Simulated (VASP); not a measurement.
# Os (P6_3/mmc) in VASP: a series of runs

The runs below take Os through single point, with PBE, RPBE.

All numbers are computed with VASP 6.6.1; they aren't measurements. Logs are shortened: lines on timing, memory, paths and dates and some standing lists are left out, and cuts for length are marked.

## 1. The cell of the first run

The structure is hexagonal, space group P6_3/mmc (No. 194). The conventional cell has a = 2.734 Å, b = 2.734 Å, c = 4.320 Å, α = 90.00°, β = 90.00°, γ = 120.00°. Within 3.5 Å of Os (site symmetry -6m2) lie 12 Os at 2.68 to 2.73 Å.

## 2. Single point, PBE

The input, INCAR:

```
PREC = Accurate ; ENCUT = 520
EDIFF = 1E-6 ; ISMEAR = 0
SIGMA = 0.024 ; LREAL = F
LASPH = T ; NELM = 60
ALGO = Normal ; ISIF = 2
LWAVE = F ; LCHARG = F
GGA = PE ; NBANDS = 15
```

The input, KPOINTS:

```
regular mesh
0
Gamma
  11 11 6
```

The input, POSCAR:

```
Os
1.0
    2.7341000000      0.0000000000      0.0000000000
   -1.3670500000      2.3678000565      0.0000000000
    0.0000000000      0.0000000000      4.3197000000
Os
2
Direct
    0.6666666667      0.3333333333      0.7500000000
    0.3333333333      0.6666666667      0.2500000000
```

Potentials or basis: VASP PAW PBE potentials, release 64 (Os).

Command:

```console
$ cat potpaw_PBE.64/Os/POTCAR > POTCAR
$ mpirun -np 1 vasp_std > vasp.out
```

OUTCAR:

```text
PREC = Accurate
   ENCUT = 520
   EDIFF = 1E-6
   ISMEAR = 0
   LREAL = F
   LASPH = T
   NELM = 60
   ISIF = 2
   GGA = PE

 ion  position               nearest neighbor table
   1  0.667  0.333  0.750-   2 2.68   2 2.68   2 2.68   2 2.68   2 2.68   2 2.68
   2  0.333  0.667  0.250-   1 2.68   1 2.68   1 2.68   1 2.68   1 2.68   1 2.68

  LATTYP: Found a hexagonal cell.
 ALAT       =     2.7341000000
 C/A-ratio  =     1.5799348963

  Lattice vectors:

 A1 = (   2.7341000000,   0.0000000000,   0.0000000000)
 A2 = (  -1.3670500000,   2.3678000565,   0.0000000000)
 A3 = (   0.0000000000,   0.0000000000,   4.3197000000)

Analysis of symmetry for initial positions (statically):
=====================================================================
 Subroutine PRICEL returns:
 Original cell was already a primitive cell.

 Routine SETGRP: Setting up the symmetry group for a
 hexagonal supercell.

 Subroutine GETGRP returns: Found 24 space group operations
 (whereof 12 operations were pure point group operations)
 out of a pool of 24 trial point group operations.

The static configuration has the point symmetry D_3d.
 The point group associated with its full space group is D_6h.

Analysis of symmetry for dynamics (positions and initial velocities):
=====================================================================
 Subroutine PRICEL returns:
 Original cell was already a primitive cell.

 Routine SETGRP: Setting up the symmetry group for a
 hexagonal supercell.

 Subroutine GETGRP returns: Found 24 space group operations
 (whereof 12 operations were pure point group operations)
 out of a pool of 24 trial point group operations.

The dynamic configuration has the point symmetry D_3d.
 The point group associated with its full space group is D_6h.

 Subroutine INISYM returns: Found 24 space group operations
 (whereof 12 operations are pure point group operations),
 and found     1 'primitive' translations

----------------------------------------------------------------------------------------

                                     Primitive cell

  volume of cell :      27.9649

  direct lattice vectors                    reciprocal lattice vectors
     2.734100000  0.000000000  0.000000000     0.365751070  0.211166479  0.000000000
    -1.367050000  2.367800057  0.000000000     0.000000000  0.422332957  0.000000000
[... 88 lines left out ...]
   NSW    =      0    number of steps for IOM
   IBRION =     -1    ionic relax: 0-MD 1-quasi-New 2-CG
   NFREE  =      0    steps in history (QN), initial steepest desc. (CG)
   ISIF   =      2    stress and relaxation
   ISYM   =      2    0-nonsym 1-usesym 2-fastsym
   POTIM  = 0.5000    time-step for ionic-motion
   TEBEG  =    0.0;   TEEND  =   0.0 temperature during run
   PSTRESS=    0.0 pullay stress
   NELECT =      16.0000    total number of electrons
   NUPDOWN=      -1.0000    fix difference up-down
   EMIN   =  10.00;   EMAX   =-10.00  energy-range for DOS
   EFERMI =   0.00;   METHOD = LEGACY
   ISMEAR =     0;   SIGMA  =   0.02  broadening in eV -4-tet -1-fermi 0-gaus
   EFERMI_NEDOS =   21; number of points for ismear=-14 and -15
   IALGO  =     38    algorithm
   IMIX   =      4    mixing-type and parameters
     AMIX     =   0.40;   BMIX     =  1.00
     AMIX_MAG =   1.60;   BMIX_MAG =  1.00
  volume/ion in A,a.u.               =      13.98        94.36
  Fermi-wavevector in a.u.,A,eV,Ry     =   1.359076  2.568282 25.131161  1.847088
  Thomas-Fermi vector in A             =   2.485855
   LORBIT       =      0    0 simple, 1 ext, 2 COOP (PROOUT), +10 PAW based schemes
   GGA     = PE    functional components
   LHFCALC =     F    Hartree Fock is set to
   AEXX    =    0.0000 exact exchange contribution
   IVDW    =     0    specifies the selected vdW correction
   LEPSILON=     F    determine dielectric tensor
   LRPA    =     F    only Hartree local field effects (RPA)
 non-spin polarized calculation
 Gauss-broadening in eV      SIGMA  =   0.02
  energy-cutoff  :      520.00
  volume of cell :       27.96
 maximum number of plane-waves:       768
   NGX = 11   NGY = 11   NGZ = 17

 number of electron      15.9999998 magnetization

 Free energy of the ion-electron system (eV)
  ---------------------------------------------------
  ext. energy  EPLUGINS =         0.00000000
  ---------------------------------------------------
  free energy    TOTEN  =       -22.46806675 eV

  energy without entropy =      -22.46762997  energy(sigma->0) =      -22.46784836

 E-fermi :   9.4124     XC(G=0): -14.0601

 val. band max:        9.4069862810   @ k =   0.0909   0.0000   0.3333
 cond. band min:       9.4908372155   @ k =   0.3636   0.0909   0.3333
 fundamental gap:      0.0838509345
 Fermi energy:         9.4124175798

 k-point     1 :       0.0000    0.0000    0.0000
  band No.  band energies     occupation
      1      -1.4737      2.00000
      2       1.6789      2.00000
      3       6.4220      2.00000
      4       6.4220      2.00000
      5       6.6709      2.00000
      6       7.2648      2.00000
      7       7.2648      2.00000
      8       7.9108      2.00000
      9       7.9108      2.00000
     10       9.4970      0.00000
     11      11.1642      0.00000
     12      11.1642      0.00000
     13      18.5534      0.00000
     14      23.5114      0.00000
[... 401 lines left out ...]
      2       3.2865      2.00000
      3       4.6949      2.00000
      4       4.9186      2.00000
      5       6.1722      2.00000
      6       6.7904      2.00000
      7       7.3674      2.00000
      8       8.3204      2.00000
      9       8.9318      2.00000
     10       9.3105      2.00000
     11      11.6034      0.00000
     12      15.0213      0.00000
     13      20.0220      0.00000
     14      24.6021      0.00000
     15      25.6917      0.00000

 [... further k-points ...]
[... 5 lines left out ...]
  --------------------------------------------------------------------------------------
  -------------------------------------------------------------------------------------
  Total        1.5184969      1.5184969      1.5686137      0.0000000     -0.0000000      0.0000000
  in kB       86.9984465     86.9984465     89.8697569      0.0000000     -0.0000000      0.0000000
  external PRESSURE =      87.9555500 kB  Pullay stress =       0.0000000 kB

 VOLUME and BASIS-vectors are now :
 -----------------------------------------------------------------------------
  energy-cutoff  :      520.00
  volume of cell :       27.96
      direct lattice vectors                 reciprocal lattice vectors
     2.734100000  0.000000000  0.000000000     0.365751070  0.211166479  0.000000000
    -1.367050000  2.367800057  0.000000000     0.000000000  0.422332957  0.000000000
     0.000000000  0.000000000  4.319700000     0.000000000  0.000000000  0.231497558

 POSITION                                       TOTAL-FORCE (eV/Angst)
 -----------------------------------------------------------------------------------
      1.36705      0.78927      3.23977        -0.000000      0.000000      0.000000
     -0.00000      1.57853      1.07993         0.000000     -0.000000      0.000000
 -----------------------------------------------------------------------------------
    total drift:                               -0.000000      0.000000     -0.000000

  FREE ENERGIE OF THE ION-ELECTRON SYSTEM (eV)
  ---------------------------------------------------
  free  energy   TOTEN  =       -22.4680667547 eV

  energy  without entropy=      -22.4676299713  energy(sigma->0) =      -22.46784836
```

It took 28 s on 1 thread of Intel Xeon 8259CL, shared host; peak memory 0.15 GiB.

Results:

* Free energy: -22.4681 eV
* Pressure: 8.8 GPa
* Band gap on the k mesh: zero (band 8 reaches 11.57 eV, above the bottom of band 9 at 7.68 eV)

Stress tensor (GPa, compression positive):
```
8.70 0.00 0.00
0.00 8.70 0.00
0.00 0.00 8.99
```

Levels at points of the mesh, in eV from the Fermi level:
```
           k point  band 5  band 6  band 7  band 8  band 9  band 10  band 11  band 12
(0.00, 0.00, 0.00)   -2.74   -2.15   -2.15   -1.50   -1.50     0.08     1.75     1.75
(0.00, 0.00, 0.50)   -3.19   -3.19   -3.19   -3.19    0.96     0.96     0.96     0.96
```

Caveat: spin-orbit coupling is left out, which moves the levels of the heavy elements.

## 3. Single point, PBE

The input, INCAR:

```
ALGO = Fast ; EDIFF = 1E-6
ENCUT = 520 ; GGA = PE
ISIF = 2 ; ISMEAR = 0
LASPH = T ; LCHARG = F
LREAL = F ; LWAVE = F
NBANDS = 15 ; NELM = 60
PREC = Accurate ; SIGMA = 0.012
```

The input, KPOINTS:

```
k-points
0
Gamma
  11 11 6
```

POSCAR is that of step 2.

Potentials or basis: VASP PAW PBE potentials, release 64 (Os).

Command:

```console
$ cat potpaw_PBE.64/Os/POTCAR > POTCAR
$ mpirun -np 1 vasp_std > vasp.out
```

OUTCAR:

```text
EDIFF = 1E-6
   ENCUT = 520
   GGA = PE
   ISIF = 2
   ISMEAR = 0
   LASPH = T
   LREAL = F
   NELM = 60
   PREC = Accurate

 ion  position               nearest neighbor table
   1  0.667  0.333  0.750-   2 2.68   2 2.68   2 2.68   2 2.68   2 2.68   2 2.68
   2  0.333  0.667  0.250-   1 2.68   1 2.68   1 2.68   1 2.68   1 2.68   1 2.68

  LATTYP: Found a hexagonal cell.
 ALAT       =     2.7341000000
 C/A-ratio  =     1.5799348963

  Lattice vectors:

[... 611 lines left out ...]
      8       8.3211      2.00000
      9       8.9325      2.00000
     10       9.3112      2.00000
     11      11.6043      0.00000
     12      15.0221      0.00000
     13      20.0225      0.00000
     14      24.6026      0.00000
     15      25.6921      0.00000

 [... further k-points ...]
[... 5 lines left out ...]
  --------------------------------------------------------------------------------------
  -------------------------------------------------------------------------------------
  Total        1.5101119      1.5101119      1.5604895      0.0000000      0.0000000      0.0000000
  in kB       86.5180484     86.5180484     89.4043064      0.0000000      0.0000000      0.0000000
  external PRESSURE =      87.4801344 kB  Pullay stress =       0.0000000 kB

 VOLUME and BASIS-vectors are now :
 -----------------------------------------------------------------------------
  energy-cutoff  :      520.00
  volume of cell :       27.96
      direct lattice vectors                 reciprocal lattice vectors
     2.734100000  0.000000000  0.000000000     0.365751070  0.211166479  0.000000000
    -1.367050000  2.367800057  0.000000000     0.000000000  0.422332957  0.000000000
     0.000000000  0.000000000  4.319700000     0.000000000  0.000000000  0.231497558

 POSITION                                       TOTAL-FORCE (eV/Angst)
 -----------------------------------------------------------------------------------
      1.36705      0.78927      3.23977         0.000000     -0.000000      0.000000
     -0.00000      1.57853      1.07993        -0.000000      0.000000      0.000000
 -----------------------------------------------------------------------------------
    total drift:                               -0.000000      0.000000     -0.000000

  FREE ENERGIE OF THE ION-ELECTRON SYSTEM (eV)
  ---------------------------------------------------
  free  energy   TOTEN  =       -22.4678524664 eV

  energy  without entropy=      -22.4676396935  energy(sigma->0) =      -22.46774608
```

OSZICAR:

```text
N       E                     dE             d eps       ncg     rms          rms(c)
DAV:   1     0.101627807491E+03    0.10163E+03   -0.75255E+03  1928   0.103E+03
DAV:   2    -0.190201399713E+02   -0.12065E+03   -0.10553E+03  1955   0.324E+02
DAV:   3    -0.238278265631E+02   -0.48077E+01   -0.46097E+01  2627   0.568E+01
DAV:   4    -0.238657895796E+02   -0.37963E-01   -0.37940E-01  2081   0.520E+00
DAV:   5    -0.238659851116E+02   -0.19553E-03   -0.19553E-03  2634   0.353E-01    0.234E+01
RMM:   6    -0.227832645640E+02    0.10827E+01   -0.76202E-01  1924   0.651E+00    0.971E+00
RMM:   7    -0.224719970271E+02    0.31127E+00   -0.91959E-01  1951   0.582E+00    0.707E-01
RMM:   8    -0.224702025581E+02    0.17945E-02   -0.54664E-02  2074   0.277E+00    0.143E+00
RMM:   9    -0.224710170089E+02   -0.81445E-03   -0.15974E-02  2121   0.823E-01    0.509E-01
RMM:  10    -0.224678756155E+02    0.31414E-02   -0.83277E-03  1971   0.104E+00    0.353E-01
RMM:  11    -0.224678522591E+02    0.23356E-04   -0.38777E-04  2126   0.182E-01    0.366E-01
RMM:  12    -0.224678569524E+02   -0.46934E-05   -0.26815E-05  2176   0.393E-02    0.732E-02
RMM:  13    -0.224678531241E+02    0.38284E-05   -0.20452E-05  2078   0.344E-02    0.184E-01
RMM:  14    -0.224678524664E+02    0.65770E-06   -0.27196E-06  1752   0.160E-02
   1 F= -.22467852E+02 E0= -.22467746E+02  d E =-.212773E-03
```

Wall time 34 s (1 thread of Intel Xeon 8259CL, shared host); peak memory 0.15 GiB.

Results:

```yaml
Free_energy: -22.4679 eV
Pressure: 8.7 GPa
Band_gap_on_the_k_mesh: zero (band 8 reaches 11.57 eV, above the bottom of band 9 at 7.68 eV)
```

Caveat: spin-orbit coupling is left out, which moves the levels of the heavy elements.

(Continued in part 2 of 2.)
